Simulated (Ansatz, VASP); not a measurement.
**One calculation of TiSi2, two programs**

```
CELL_PARAMETERS angstrom
4.80813 8.27218 0.00000
4.80813 -8.27218 0.00000
-4.80813 0.00000 -8.55598
ATOMIC_POSITIONS crystal
Ti 0.25000 0.25000 0.00000
Ti 0.37500 0.12500 0.25000
Ti 0.25000 0.25000 0.50000
Ti 0.37500 0.12500 0.75000
Ti 0.25000 0.75000 0.00000
Ti 0.37500 0.62500 0.25000
Ti 0.25000 0.75000 0.50000
Ti 0.37500 0.62500 0.75000
Ti 0.75000 0.25000 0.00000
Ti 0.87500 0.12500 0.25000
Ti 0.75000 0.25000 0.50000
Ti 0.87500 0.12500 0.75000
Ti 0.75000 0.75000 0.00000
Ti 0.87500 0.62500 0.25000
Ti 0.75000 0.75000 0.50000
Ti 0.87500 0.62500 0.75000
Si 0.41837 0.08163 0.00000
Si 0.08163 0.41837 0.00000
Si 0.04337 0.45663 0.25000
Si 0.20663 0.29337 0.25000
Si 0.41837 0.08163 0.50000
Si 0.08163 0.41837 0.50000
Si 0.04337 0.45663 0.75000
Si 0.20663 0.29337 0.75000
Si 0.41837 0.58163 0.00000
Si 0.08163 0.91837 0.00000
Si 0.04337 0.95663 0.25000
Si 0.20663 0.79337 0.25000
Si 0.41837 0.58163 0.50000
Si 0.08163 0.91837 0.50000
Si 0.04337 0.95663 0.75000
Si 0.20663 0.79337 0.75000
Si 0.91837 0.08163 0.00000
Si 0.58163 0.41837 0.00000
Si 0.54337 0.45663 0.25000
Si 0.70663 0.29337 0.25000
Si 0.91837 0.08163 0.50000
Si 0.58163 0.41837 0.50000
Si 0.54337 0.45663 0.75000
Si 0.70663 0.29337 0.75000
Si 0.91837 0.58163 0.00000
Si 0.58163 0.91837 0.00000
Si 0.54337 0.95663 0.25000
Si 0.70663 0.79337 0.25000
Si 0.91837 0.58163 0.50000
Si 0.58163 0.91837 0.50000
Si 0.54337 0.95663 0.75000
Si 0.70663 0.79337 0.75000
```

Alike in both runs: task single point; functional LDA; k mesh 2 × 2 × 2; occupations methfessel-paxton of order 1, width 0.1 eV; no spin polarisation.

```csv
,VASP,Ansatz
version,VASP 6.6.1,Ansatz 0.2.0
potentials or method,"VASP PAW LDA potentials, release 64 (Ti_sv, Si), cutoff 500 eV",plane-wave PAW DFT
valence electrons in the cell,320,320
```

|  | VASP | Ansatz | Ansatz less VASP |
| --- | --- | --- | --- |
| pressure (GPa) | -6.9 | -7.2 | -0.22 |
| rms of the force components (eV/Å) | 0.045 | 0.046 | +0.0011 |

Ansatz warns that its potentials were made for another functional, while VASP's fit it. LDA's correlation is that of Perdew and Zunger in VASP and of Perdew and Wang (1992) in Ansatz.

The k mesh is coarse, so the values compare programs but aren't converged.
